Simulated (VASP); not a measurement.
# GaTe3W (P4/mmm) in VASP: relaxation of cell and atoms with PBE

Aim: the relaxation of cell and atoms of GaTe3W with PBE.

Everything below comes from runs of VASP 6.6.1. Logs are shortened: lines on timing, memory, paths and dates and some standing lists are left out, and cuts for length are marked.

### 1 The cell of the first run

It takes space group P4/mmm (No. 123, tetragonal). Conventional cell: a = 3.625 Å, b = 3.625 Å, c = 9.622 Å, α = 90.00°, β = 90.00°, γ = 90.00°. Within 3.4 Å of Ga (site symmetry 4/mmm) lie 4 W at 2.56 Å and 2 Te at 2.74 Å. Te (site symmetry 4mm) has 1 Ga at 2.74 Å and 8 Te at 3.29 to 3.62 Å and 4 W at 3.75 Å within 3.8 Å. Within 4.3 Å of Te (site symmetry 4/mmm) lie 12 Te at 3.29 to 3.62 Å. W (site symmetry 4/mmm) has 4 Ga at 2.56 Å within 3.4 Å.

The cell was generated, and may not be a known phase.

### 2 Relaxation of cell and atoms, PBE

INCAR reads:

```
ALGO     = Normal         # electronic algorithm
EDIFF    = 1E-6           # SCF threshold, eV
EDIFFG   = -0.01          # ionic threshold
ENCUT    = 600            # plane-wave cutoff, eV
GGA      = PE             # functional
IBRION   = 2              # ionic algorithm
ISIF     = 3              # what is computed and relaxed
ISMEAR   = 0              # smearing method
LASPH    = T              # aspherical terms in the spheres
LCHARG   = F              # write CHGCAR
LREAL    = F              # projectors in reciprocal space
LWAVE    = F              # write WAVECAR
NELM     = 100            # most SCF steps
NSW      = 100            # ionic steps
PREC     = Accurate       # precision mode
SIGMA    = 0.1            # smearing width, eV
```

KPOINTS reads:

```
k-points
0
Gamma
  10 10 4
```

POSCAR reads:

```
GaTe3W
1.0
    3.6247453103      0.0000000000      0.0000000000
    0.0000000000      3.6247453103      0.0000000000
    0.0000000000      0.0000000000      9.6216360788
Ga Te W
1 3 1
Direct
    0.0000000000      0.0000000000      0.0000000000
    0.0000000000      0.0000000000      0.7151082607
    0.0000000000      0.0000000000      0.2848917393
    0.5000000000      0.5000000000      0.5000000000
    0.5000000000      0.5000000000      0.0000000000
```

Potentials or basis: VASP PAW PBE potentials, release 64 (Ga_d, Te, W_sv).

The run is started by

```sh
$ cat potpaw_PBE.64/Ga_d/POTCAR potpaw_PBE.64/Te/POTCAR potpaw_PBE.64/W_sv/POTCAR > POTCAR
$ mpirun -np 1 vasp_std > vasp.out
```

OUTCAR:

```text
EDIFF = 1E-6
   EDIFFG = -0.01
   ENCUT = 600
   GGA = PE
   IBRION = 2
   ISIF = 3
   ISMEAR = 0
   LASPH = T
   LREAL = F
   NELM = 100
   NSW = 100
   PREC = Accurate

 ion  position               nearest neighbor table
   1  0.000  0.000  0.000-   5 2.56   5 2.56   5 2.56   5 2.56   2 2.74   3 2.74
   2  0.000  0.000  0.715-   1 2.74   4 3.29   4 3.29   4 3.29   4 3.29
   3  0.000  0.000  0.285-   1 2.74   4 3.29   4 3.29   4 3.29   4 3.29
   4  0.500  0.500  0.500-   2 3.29   3 3.29   2 3.29   3 3.29   2 3.29   3 3.29   2 3.29   3 3.29

   5  0.500  0.500  0.000-   1 2.56   1 2.56   1 2.56   1 2.56

  LATTYP: Found a simple tetragonal cell.
 ALAT       =     3.6247453103
 C/A-ratio  =     2.6544309338

  Lattice vectors:

 A1 = (   3.6247453103,   0.0000000000,   0.0000000000)
 A2 = (   0.0000000000,   3.6247453103,   0.0000000000)
 A3 = (   0.0000000000,   0.0000000000,   9.6216360788)

Analysis of symmetry for initial positions (statically):
=====================================================================
 Subroutine PRICEL returns:
 Original cell was already a primitive cell.

 Routine SETGRP: Setting up the symmetry group for a
 simple tetragonal supercell.

 Subroutine GETGRP returns: Found 16 space group operations
 (whereof 16 operations were pure point group operations)
 out of a pool of 16 trial point group operations.

The static configuration has the point symmetry D_4h.

Analysis of symmetry for dynamics (positions and initial velocities):
=====================================================================
 Subroutine PRICEL returns:
 Original cell was already a primitive cell.

 Routine SETGRP: Setting up the symmetry group for a
 simple tetragonal supercell.

 Subroutine GETGRP returns: Found 16 space group operations
 (whereof 16 operations were pure point group operations)
 out of a pool of 16 trial point group operations.

The dynamic configuration has the point symmetry D_4h.

 Subroutine INISYM returns: Found 16 space group operations
 (whereof 16 operations are pure point group operations),
 and found     1 'primitive' translations

----------------------------------------------------------------------------------------

                                     Primitive cell

  volume of cell :     126.4165
[... 95 lines left out ...]
   EDIFF  = 0.1E-05   stopping-criterion for ELM
   LREAL  =      F    real-space projection
   EDIFFG = -.1E-01   stopping-criterion for IOM
   NSW    =    100    number of steps for IOM
   IBRION =      2    ionic relax: 0-MD 1-quasi-New 2-CG
   NFREE  =      1    steps in history (QN), initial steepest desc. (CG)
   ISIF   =      3    stress and relaxation
   ISYM   =      2    0-nonsym 1-usesym 2-fastsym
   POTIM  = 0.5000    time-step for ionic-motion
   TEBEG  =    0.0;   TEEND  =   0.0 temperature during run
   PSTRESS=    0.0 pullay stress
   NELECT =      45.0000    total number of electrons
   NUPDOWN=      -1.0000    fix difference up-down
   EMIN   =  10.00;   EMAX   =-10.00  energy-range for DOS
   EFERMI =   0.00;   METHOD = LEGACY
   ISMEAR =     0;   SIGMA  =   0.10  broadening in eV -4-tet -1-fermi 0-gaus
   EFERMI_NEDOS =   21; number of points for ismear=-14 and -15
   IALGO  =     38    algorithm
   IMIX   =      4    mixing-type and parameters
     AMIX     =   0.40;   BMIX     =  1.00
     AMIX_MAG =   1.60;   BMIX_MAG =  1.00
  volume/ion in A,a.u.               =      25.28       170.62
  Fermi-wavevector in a.u.,A,eV,Ry     =   1.160231  2.192518 18.315283  1.346135
  Thomas-Fermi vector in A             =   2.296815
   LORBIT       =      0    0 simple, 1 ext, 2 COOP (PROOUT), +10 PAW based schemes
   GGA     = PE    functional components
   LHFCALC =     F    Hartree Fock is set to
   AEXX    =    0.0000 exact exchange contribution
   IVDW    =     0    specifies the selected vdW correction
   LEPSILON=     F    determine dielectric tensor
   LRPA    =     F    only Hartree local field effects (RPA)
 conjugate gradient relaxation of ions
 non-spin polarized calculation
 Gauss-broadening in eV      SIGMA  =   0.10
  energy-cutoff  :      600.00
  volume of cell :      126.42
 maximum number of plane-waves:      4244
 NGX is ok and might be reduce to    30
   NGX = 15   NGY = 15   NGZ = 39

--------------------------------------- Ionic step        1  -------------------------------------------

 number of electron      45.0000011 magnetization

 Free energy of the ion-electron system (eV)
  ---------------------------------------------------
  ext. energy  EPLUGINS =         0.00000000
  ---------------------------------------------------
  free energy    TOTEN  =       -20.51897264 eV

  energy without entropy =      -20.49704150  energy(sigma->0) =      -20.50800707

------------------------ aborting loop because EDIFF is reached ----------------------------------------

  FORCE on cell =-STRESS in cart. coord.  units (eV):
  Direction    XX          YY          ZZ          XY          YZ          ZX
  --------------------------------------------------------------------------------------
  -------------------------------------------------------------------------------------
  Total       -0.3969425     -0.3969425     -0.2981231      0.0000000      0.0000000     -0.0000000
  in kB       -5.0307680     -5.0307680     -3.7783512      0.0000000      0.0000000     -0.0000000
  external PRESSURE =      -4.6132957 kB  Pullay stress =       0.0000000 kB
[... 260 lines left out ...]
--------------------------------------- Ionic step        8  -------------------------------------------

 number of electron      45.0000013 magnetization

 Free energy of the ion-electron system (eV)
  ---------------------------------------------------
  ext. energy  EPLUGINS =         0.00000000
  ---------------------------------------------------
  free energy    TOTEN  =       -20.52090635 eV

  energy without entropy =      -20.49914884  energy(sigma->0) =      -20.51002760

 E-fermi :   7.4364     XC(G=0): -10.4760

 val. band max:        7.4363451928   @ k =   0.4000   0.4000   0.5000
 cond. band min:       7.4416492922   @ k =   0.4000   0.3000   0.0000
 fundamental gap:      0.0053040994
 Fermi energy:         7.4364423961

 k-point     1 :       0.0000    0.0000    0.0000
  band No.  band energies     occupation
      1     -66.8933      2.00000
      2     -31.1477      2.00000
      3     -31.0127      2.00000
      4     -31.0127      2.00000
      5      -7.1453      2.00000
      6      -7.0512      2.00000
[... 709 lines left out ...]
     26       8.9870      0.00000
     27       9.4497      0.00000

 [... further k-points ...]
[... 5 lines left out ...]
  --------------------------------------------------------------------------------------
  -------------------------------------------------------------------------------------
  Total       -0.0034370     -0.0034370      0.0179885      0.0000000      0.0000000     -0.0000000
  in kB       -0.0438498     -0.0438498      0.2295023      0.0000000      0.0000000     -0.0000000
  external PRESSURE =       0.0472676 kB  Pullay stress =       0.0000000 kB
[... 20 lines left out ...]
  FREE ENERGIE OF THE ION-ELECTRON SYSTEM (eV)
  ---------------------------------------------------
  free  energy   TOTEN  =       -20.5209063497 eV

  energy  without entropy=      -20.4991488438  energy(sigma->0) =      -20.51002760

 reached required accuracy - stopping structural energy minimisation
```

Run time: 18 min. Hardware: 1 thread of Intel Xeon Platinum 8259CL at 2.50GHz (Skylake/Cascade Lake), shared host; peak memory 0.47 GiB.

Results:

```
Free energy                           : -20.5209 eV
Relaxed volume                        : 25.12 Å³/atom
Relaxed cell                          : a = 3.620 Å, b = 3.620 Å, c = 9.584 Å, α = 90.00°, β = 90.00°, γ = 90.00°
Space group after relaxing (to 0.1 Å) : P4/mmm (No. 123)
Energy gained by relaxing             : 0.4 meV/atom
Ionic steps                           : 8
Pressure after relaxing               : 0.0 GPa
Band gap on the k mesh                : zero (an odd number of electrons rules out a gap without spin polarisation)
```

Forces in eV/Å, atoms in the order of the input:
```
Ga   0.000  0.000  0.000
Te   0.000  0.000 -0.002
Te   0.000  0.000  0.002
Te   0.000  0.000  0.000
W    0.000  0.000  0.000
```

Step by step:
```csv
step,energy change (eV),largest force (eV/Å),pressure (GPa),volume (Å³)
1,0.0000,0.0512,-0.46,126.42
2,-0.0009,0.0332,0.30,125.09
3,-0.0013,0.0399,0.03,125.58
4,-0.0013,0.0402,0.01,125.59
5,-0.0015,0.0348,0.01,125.59
6,-0.0018,0.0180,0.00,125.58
7,-0.0018,0.0167,0.00,125.57
8,-0.0019,0.0023,0.00,125.58
```

Final structure:
```
CELL_PARAMETERS angstrom
3.61983 0.00000 0.00000
0.00000 3.61983 0.00000
0.00000 0.00000 9.58390
ATOMIC_POSITIONS crystal
Ga 0.00000 0.00000 0.00000
Te 0.00000 0.00000 0.71363
Te 0.00000 0.00000 0.28637
Te 0.50000 0.50000 0.50000
W 0.50000 0.50000 0.00000
```

Caveat: spin-orbit coupling is left out, which moves the levels of the heavy elements.
